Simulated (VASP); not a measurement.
# CdSe (P6_3mc) in VASP: further runs, part 2 of 2

VASP 6.6.1. Earlier steps stand in the parts before.

### Step 3. Single point, PBE (strain -0.050 along x and y, -0.025 along z)

INCAR

```
SYSTEM = CdSe
ALGO = Normal ; EDIFF = 1E-6
ENCUT = 520 ; GGA = PE
ISIF = 2 ; ISMEAR = 0
LASPH = .True. ; LCHARG = .False.
LREAL = .False. ; LWAVE = .False.
NBANDS = 26 ; NELM = 100
PREC = Accurate ; SIGMA = 0.05
```

KPOINTS

```
k-points
0
Gamma
  6 6 4
  0 0 0
```

POSCAR

```
CdSe
1.0
    4.0835749185      0.0000000000      0.0000000000
   -2.0417874593      3.5364796177      0.0000000000
    0.0000000000      0.0000000000      6.8398200000
Cd Se
2 2
Direct
    0.6666666667      0.3333333333      0.0000000000
    0.3333333333      0.6666666667      0.5000000000
    0.6666666667      0.3333333333      0.3750000000
    0.3333333333      0.6666666667      0.8750000000
```

Potentials or basis: VASP PAW PBE potentials, release 64 (Cd, Se).

Started as:

```sh
> cat potpaw_PBE.64/Cd/POTCAR potpaw_PBE.64/Se/POTCAR > POTCAR
> mpirun -np 1 vasp_std > vasp.out
```

OUTCAR:

```text
SYSTEM = CdSe
   EDIFF = 1E-6
   ENCUT = 520
   GGA = PE
   ISIF = 2
   ISMEAR = 0
   LASPH = .True.
   LREAL = .False.
   NELM = 100
   PREC = Accurate

 ion  position               nearest neighbor table
   1  0.667  0.333  0.000-   4 2.51   4 2.51   4 2.51   3 2.56
   2  0.333  0.667  0.500-   3 2.51   3 2.51   3 2.51   4 2.56
   3  0.667  0.333  0.375-   2 2.51   2 2.51   2 2.51   1 2.56
   4  0.333  0.667  0.875-   1 2.51   1 2.51   1 2.51   2 2.56

  LATTYP: Found a hexagonal cell.
 ALAT       =     4.0835749185
 C/A-ratio  =     1.6749588624

  Lattice vectors:

 A1 = (   4.0835749185,   0.0000000000,   0.0000000000)
 A2 = (  -2.0417874593,   3.5364796177,   0.0000000000)
 A3 = (   0.0000000000,   0.0000000000,   6.8398200000)

Analysis of symmetry for initial positions (statically):
=====================================================================
 Subroutine PRICEL returns:
 Original cell was already a primitive cell.

 Routine SETGRP: Setting up the symmetry group for a
 hexagonal supercell.

 Subroutine GETGRP returns: Found 12 space group operations
 (whereof  6 operations were pure point group operations)
 out of a pool of 24 trial point group operations.

The static configuration has the point symmetry C_3v.
 The point group associated with its full space group is C_6v.

Analysis of symmetry for dynamics (positions and initial velocities):
=====================================================================
 Subroutine PRICEL returns:
 Original cell was already a primitive cell.

 Routine SETGRP: Setting up the symmetry group for a
 hexagonal supercell.
[... 116 lines left out ...]
   PSTRESS=    0.0 pullay stress
   NELECT =      36.0000    total number of electrons
   NUPDOWN=      -1.0000    fix difference up-down
   EMIN   =  10.00;   EMAX   =-10.00  energy-range for DOS
   EFERMI =   0.00;   METHOD = LEGACY
   ISMEAR =     0;   SIGMA  =   0.05  broadening in eV -4-tet -1-fermi 0-gaus
   EFERMI_NEDOS =   21; number of points for ismear=-14 and -15
   IALGO  =     38    algorithm
   IMIX   =      4    mixing-type and parameters
     AMIX     =   0.40;   BMIX     =  1.00
     AMIX_MAG =   1.60;   BMIX_MAG =  1.00
  volume/ion in A,a.u.               =      24.69       166.65
  Fermi-wavevector in a.u.,A,eV,Ry     =   1.169383  2.209814 18.605385  1.367457
  Thomas-Fermi vector in A             =   2.305857
   LORBIT       =      0    0 simple, 1 ext, 2 COOP (PROOUT), +10 PAW based schemes
   GGA     = PE    functional components
   LHFCALC =     F    Hartree Fock is set to
   AEXX    =    0.0000 exact exchange contribution
   IVDW    =     0    specifies the selected vdW correction
   LEPSILON=     F    determine dielectric tensor
   LRPA    =     F    only Hartree local field effects (RPA)
 non-spin polarized calculation
 Gauss-broadening in eV      SIGMA  =   0.05
  energy-cutoff  :      520.00
  volume of cell :       98.78
 maximum number of plane-waves:      2714
   NGX = 15   NGY = 15   NGZ = 25

 number of electron      36.0000001 magnetization

 Free energy of the ion-electron system (eV)
  ---------------------------------------------------
  ext. energy  EPLUGINS =         0.00000000
  ---------------------------------------------------
  free energy    TOTEN  =       -10.24269955 eV

  energy without entropy =      -10.24269955  energy(sigma->0) =      -10.24269955

 E-fermi :   2.4086     XC(G=0):  -9.4887

 val. band max:        2.1207614282   @ k =   0.0000   0.0000   0.0000
 cond. band min:       3.0189818457   @ k =   0.0000   0.0000   0.0000
 fundamental gap:      0.8982204176
 Fermi energy:         2.4086485229

 k-point     1 :       0.0000    0.0000    0.0000
  band No.  band energies     occupation
      1     -11.3528      2.00000
      2     -10.8743      2.00000
      3      -6.3943      2.00000
      4      -6.3943      2.00000
      5      -6.3761      2.00000
      6      -6.3075      2.00000
[... 598 lines left out ...]
     25      11.1131      0.00000
     26      11.1131      0.00000

------------------------ aborting loop because EDIFF is reached ----------------------------------------

  FORCE on cell =-STRESS in cart. coord.  units (eV):
  Direction    XX          YY          ZZ          XY          YZ          ZX
  --------------------------------------------------------------------------------------
  -------------------------------------------------------------------------------------
  Total        9.0462656      9.0462656      6.8127605     -0.0000000      0.0000000      0.0000000
  in kB      146.7315681    146.7315681    110.5038333     -0.0000000      0.0000000      0.0000000
  external PRESSURE =     134.6556565 kB  Pullay stress =       0.0000000 kB

 VOLUME and BASIS-vectors are now :
 -----------------------------------------------------------------------------
  energy-cutoff  :      520.00
  volume of cell :       98.78
      direct lattice vectors                 reciprocal lattice vectors
     4.083574919  0.000000000  0.000000000     0.244883471  0.141383538  0.000000000
    -2.041787459  3.536479618  0.000000000     0.000000000  0.282767076  0.000000000
     0.000000000  0.000000000  6.839820000     0.000000000  0.000000000  0.146202678

 POSITION                                       TOTAL-FORCE (eV/Angst)
 -----------------------------------------------------------------------------------
      2.04179      1.17883      0.00000        -0.000000      0.000000      0.354826
     -0.00000      2.35765      3.41991         0.000000     -0.000000      0.354826
      2.04179      1.17883      2.56493        -0.000000      0.000000     -0.354826
     -0.00000      2.35765      5.98484         0.000000     -0.000000     -0.354826
 -----------------------------------------------------------------------------------
    total drift:                               -0.000000     -0.000000     -0.000253

  FREE ENERGIE OF THE ION-ELECTRON SYSTEM (eV)
  ---------------------------------------------------
  free  energy   TOTEN  =       -10.2426995531 eV

  energy  without entropy=      -10.2426995531  energy(sigma->0) =      -10.24269955
```

stdout:

```text
POSCAR found type information on POSCAR CdSe
 POSCAR found :  2 types and       4 ions
 scaLAPACK will be used
 LDA part: xc-table for (Slater+PW92), standard interpolation
 POSCAR, INCAR and KPOINTS ok, starting setup
 FFT: planning ... GRIDC
 FFT: planning ... GRID_SOFT
 FFT: planning ... GRID
 WAVECAR not read
 entering main loop
```

It took 86 s on 1 thread of Intel Xeon 8259CL, shared host; peak memory 0.23 GiB.

Results:

| Property | Result |
| --- | --- |
| Free energy | -10.2427 eV |
| Pressure | 13.5 GPa |
| Largest force | 0.355 eV/Å |
| Band gap on the k mesh | 0.90 eV |

Forces in eV/Å, atoms in the order of the input:
```
Cd   0.000  0.000  0.355
Cd   0.000  0.000  0.355
Se   0.000  0.000 -0.355
Se   0.000  0.000 -0.355
```

Caveat: the cell differs from its parent crystal (strain -0.050 along x and y, -0.025 along z); the cell stands under pressure.
